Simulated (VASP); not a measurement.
# MnS (Fm-3m) in VASP: notebook, part 2 of 2

VASP 6.6.1.

### 4 Electric field gradients, PBE, collinear spin, ferromagnetic start

This run uses another cell than the first one, of 17.83 Å³/atom, 1.063 times its volume.

File INCAR:

```
ALGO = Normal
EDIFF = 1E-8
ENCUT = 520
GGA = PE
ISIF = 2
ISMEAR = -1
ISPIN = 2
LASPH = T
LCHARG = F
LEFG = T
LMAXMIX = 4
LORBIT = 11
LREAL = F
LWAVE = F
MAGMOM = 4 0
NBANDS = 20
NELM = 150
PREC = Accurate
SIGMA = 0.05
```

File KPOINTS:

```
k-points
0
Gamma
  12 12 12
```

File POSCAR:

```
MnS
1.0
    0.0000000000      2.6122500000      2.6122500000
    2.6122500000      0.0000000000      2.6122500000
    2.6122500000      2.6122500000      0.0000000000
Mn S
1 1
Direct
    0.0000000000      0.0000000000      0.0000000000
    0.5000000000      0.5000000000      0.5000000000
```

Potentials or basis: VASP PAW PBE potentials, release 64 (Mn_pv, S).

Started as:

```console
$ cat potpaw_PBE.64/Mn_pv/POTCAR potpaw_PBE.64/S/POTCAR > POTCAR
$ mpirun -np 1 vasp_std > vasp.out
```

OUTCAR:

```text
EDIFF = 1E-8
   ENCUT = 520
   GGA = PE
   ISIF = 2
   ISMEAR = -1
   ISPIN = 2
   LASPH = T
   LORBIT = 11
   LREAL = F
   NELM = 150
   PREC = Accurate

 ion  position               nearest neighbor table
   1  0.000  0.000  0.000-   2 2.61   2 2.61   2 2.61   2 2.61   2 2.61   2 2.61
   2  0.500  0.500  0.500-   1 2.61   1 2.61   1 2.61   1 2.61   1 2.61   1 2.61

  LATTYP: Found a face centered cubic cell.
 ALAT       =     5.2245000000

  Lattice vectors:

 A1 = (   0.0000000000,   2.6122500000,   2.6122500000)
 A2 = (   2.6122500000,   0.0000000000,   2.6122500000)
 A3 = (   2.6122500000,   2.6122500000,   0.0000000000)

Analysis of symmetry for initial positions (statically):
=====================================================================
 Subroutine PRICEL returns:
 Original cell was already a primitive cell.

 Routine SETGRP: Setting up the symmetry group for a
 face centered cubic supercell.

 Subroutine GETGRP returns: Found 48 space group operations
 (whereof 48 operations were pure point group operations)
 out of a pool of 48 trial point group operations.

The static configuration has the point symmetry O_h .

Analysis of symmetry for dynamics (positions and initial velocities):
=====================================================================
 Subroutine PRICEL returns:
 Original cell was already a primitive cell.

 Routine SETGRP: Setting up the symmetry group for a
 face centered cubic supercell.

 Subroutine GETGRP returns: Found 48 space group operations
 (whereof 48 operations were pure point group operations)
 out of a pool of 48 trial point group operations.

The dynamic configuration has the point symmetry O_h .

Analysis of structural, dynamic, and magnetic symmetry:
=====================================================================
 Subroutine PRICEL returns:
 Original cell was already a primitive cell.

 Routine SETGRP: Setting up the symmetry group for a
 face centered cubic supercell.

 Subroutine GETGRP returns: Found 48 space group operations
 (whereof 48 operations were pure point group operations)
 out of a pool of 48 trial point group operations.

The overall configuration has the point symmetry O_h .

 Subroutine INISYM returns: Found 48 space group operations
 (whereof 48 operations are pure point group operations),
 and found     1 'primitive' translations

----------------------------------------------------------------------------------------

                                     Primitive cell

  volume of cell :      35.6512

  direct lattice vectors                    reciprocal lattice vectors
     0.000000000  2.612250000  2.612250000    -0.191405876  0.191405876  0.191405876
     2.612250000  0.000000000  2.612250000     0.191405876 -0.191405876  0.191405876
     2.612250000  2.612250000  0.000000000     0.191405876  0.191405876 -0.191405876

  length of vectors
     3.694279378  3.694279378  3.694279378     0.331524702  0.331524702  0.331524702

  position of ions in fractional coordinates (direct lattice)
     0.000000000  0.000000000  0.000000000
[... 107 lines left out ...]
   LEPSILON=     F    determine dielectric tensor
   LRPA    =     F    only Hartree local field effects (RPA)
 spin polarized calculation
  energy-cutoff  :      520.00
  volume of cell :       35.65
 maximum number of plane-waves:       982
   NGX = 13   NGY = 13   NGZ = 13

 number of electron      18.9999987 magnetization       4.7381433

 Free energy of the ion-electron system (eV)
  ---------------------------------------------------
  ext. energy  EPLUGINS =         0.00000000
  ---------------------------------------------------
  free energy    TOTEN  =       -14.06032996 eV

  energy without entropy =      -14.05191254  energy(sigma->0) =      -14.05612125

 E-fermi :   6.5475     XC(G=0): -10.5967

 val. band max:        6.5200255922   @ k =   0.5000   0.0833   0.0000
 cond. band min:       6.5595827497   @ k =   0.4167   0.0833   0.0000
 fundamental gap:      0.0395571574
 Fermi energy:         6.5474963034

 spin component 1

 k-point     1 :       0.0000    0.0000    0.0000
  band No.  band energies     occupation
      1     -44.1706      1.00000
      2     -44.1706      1.00000
      3     -44.1706      1.00000
      4      -7.9749      1.00000
      5       3.1586      1.00000
      6       3.1586      1.00000
[... 541 lines left out ...]
     19      20.3178      0.00000
     20      21.8078      0.00000

 [... further k-points ...]

 spin component 2

 k-point     1 :       0.0000    0.0000    0.0000
  band No.  band energies     occupation
      1     -39.6194      1.00000
      2     -39.6194      1.00000
      3     -39.6194      1.00000
      4      -7.6782      1.00000
      5       4.9011      1.00000
      6       4.9011      1.00000
[... 541 lines left out ...]
     19      21.2478      0.00000
     20      22.3361      0.00000

 [... further k-points ...]

------------------------ aborting loop because EDIFF is reached ----------------------------------------

  FORCE on cell =-STRESS in cart. coord.  units (eV):
  Direction    XX          YY          ZZ          XY          YZ          ZX
  --------------------------------------------------------------------------------------
  -------------------------------------------------------------------------------------
  Total       -0.7283210     -0.7283210     -0.7283210      0.0000000     -0.0000000      0.0000000
  in kB      -32.7309947    -32.7309947    -32.7309947      0.0000000     -0.0000000      0.0000000
  external PRESSURE =     -32.7309947 kB  Pullay stress =       0.0000000 kB

 VOLUME and BASIS-vectors are now :
 -----------------------------------------------------------------------------
  energy-cutoff  :      520.00
  volume of cell :       35.65
      direct lattice vectors                 reciprocal lattice vectors
     0.000000000  2.612250000  2.612250000    -0.191405876  0.191405876  0.191405876
     2.612250000  0.000000000  2.612250000     0.191405876 -0.191405876  0.191405876
     2.612250000  2.612250000  0.000000000     0.191405876  0.191405876 -0.191405876

 POSITION                                       TOTAL-FORCE (eV/Angst)
 -----------------------------------------------------------------------------------
      0.00000      0.00000      0.00000         0.000000      0.000000     -0.000000
      2.61225      2.61225      2.61225         0.000000      0.000000      0.000000
 -----------------------------------------------------------------------------------
    total drift:                               -0.000000      0.000000      0.000000

  FREE ENERGIE OF THE ION-ELECTRON SYSTEM (eV)
  ---------------------------------------------------
  free  energy   TOTEN  =       -14.0603299620 eV

  energy  without entropy=      -14.0519125402  energy(sigma->0) =      -14.05612125

 Electric field gradients (V/A^2)
---------------------------------------------------------------------
 ion       V_xx      V_yy      V_zz      V_xy      V_xz      V_yz
---------------------------------------------------------------------
   1      -0.000    -0.000     0.000     0.004     0.004     0.004
   2       0.000     0.000    -0.000    -0.000    -0.000    -0.000
---------------------------------------------------------------------

 Electric field gradients after diagonalization (V/A^2)
 (convention: |V_zz| > |V_xx| > |V_yy|)
----------------------------------------------------------------------
 ion       V_xx      V_yy      V_zz     asymmetry (V_yy - V_xx)/ V_zz
----------------------------------------------------------------------
   1      -0.004    -0.004     0.008       0.000
   2       0.000     0.000    -0.001       0.000
----------------------------------------------------------------------

           NMR quadrupolar parameters

 Cq : quadrupolar parameter    Cq=e*Q*V_zz/h
 eta: asymmetry parameters     (V_yy - V_xx)/ V_zz
 Q  : nuclear electric quadrupole moment in mb (millibarn)
----------------------------------------------------------------------
 ion       Cq(MHz)       eta       Q (mb)
----------------------------------------------------------------------
   1       0.000       0.000       1.000
   2      -0.000       0.000       1.000
----------------------------------------------------------------------

 total charge

# of ion       s       p       d       tot
------------------------------------------
    1        0.213   6.160   4.924  11.297
    2        1.327   2.400   0.000   3.727
--------------------------------------------------
tot          1.540   8.559   4.924  15.024

 magnetization (x)

# of ion       s       p       d       tot
------------------------------------------
    1        0.051   0.038   4.186   4.275
    2        0.026   0.083   0.000   0.110
--------------------------------------------------
tot          0.078   0.121   4.186   4.385
```

stdout:

```text
POSCAR found type information on POSCAR MnS
 POSCAR found :  2 types and       2 ions
 scaLAPACK will be used
 LDA part: xc-table for (Slater+PW92), standard interpolation
 POSCAR, INCAR and KPOINTS ok, starting setup
 FFT: planning ... GRIDC
 FFT: planning ... GRID_SOFT
 FFT: planning ... GRID
 WAVECAR not read
 entering main loop
ion   1

ion   2
```

Run time: 68 s. Hardware: 1 thread of Intel Xeon Platinum 8488C (Sapphire Rapids), shared host; peak memory 0.22 GiB.

Results:

```yaml
Free_energy: -14.0603 eV
Pressure: -3.3 GPa
Net_moment: 4.74 μB per cell
Site_moments: Mn +4.28; S +0.11 μB
Valence_electrons_inside_the_program's_atomic_spheres: Mn 11.30; S 3.73
```

Levels at points of the mesh, in eV from the Fermi level:
Spin up:
```tsv
k point	band 8	band 9	band 10	band 11	band 12	band 13	band 14	band 15	band 16	band 17
(0.00, 0.00, 0.00)	-3.29	-3.29	-1.87	-1.87	-1.87	1.64	8.57	8.57	8.57	10.60
(0.50, 0.00, 0.00)	-2.89	-2.89	-2.51	0.35	0.35	2.81	5.37	5.37	8.37	12.17
(0.50, 0.50, 0.00)	-3.45	-3.05	-2.76	-2.76	-2.28	0.82	5.45	10.06	11.83	11.83
```
Spin down:
```
           k point  band 4  band 5  band 6  band 7  band 8  band 9  band 10  band 11
(0.00, 0.00, 0.00)  -14.23   -1.65   -1.65   -1.65    0.33    0.33     0.33     0.37
(0.50, 0.00, 0.00)  -12.98   -6.31   -3.32   -3.32    1.27    1.27     1.46     3.14
(0.50, 0.50, 0.00)  -12.82   -5.50   -3.15   -3.15   -0.76    0.79     1.51     1.51
```

Caveat: without QUAD_EFG the Cq values of the log hold for a quadrupole moment of 1 mb, not for the nuclei; a cell with one magnetic atom can't hold antiferromagnetic order, which such compounds often take; semilocal functionals often make such compounds metallic where correlation or magnetic order opens a gap, which also shifts bond lengths.

### 5 Overview

| cell | gap on the mesh (eV) | pressure (GPa) | moment (μB) |
| --- | --- | --- | --- |
| a = 3.620 Å, angles 60.0°, 2 atoms | none | -0.8 | 4.53 |
| a = 3.657 Å, angles 60.0°, 2 atoms | none | -2.2 | 4.63 |
| a = 3.694 Å, angles 60.0°, 2 atoms | none | -3.3 | 4.74 |

Alike in all rows: task electric field gradients; level PBE; potentials or basis VASP PAW PBE potentials, release 64 (Mn_pv, S); spin collinear, ferromagnetic start; k mesh 12 × 12 × 12; cutoff (eV) 520; smearing fermi-dirac 0.05 eV.

Caveats: a cell with one magnetic atom can't hold antiferromagnetic order, which such compounds often take; semilocal functionals often make such compounds metallic where correlation or magnetic order opens a gap, which also shifts bond lengths.

Absolute energies hang on the potentials; compare differences alone.
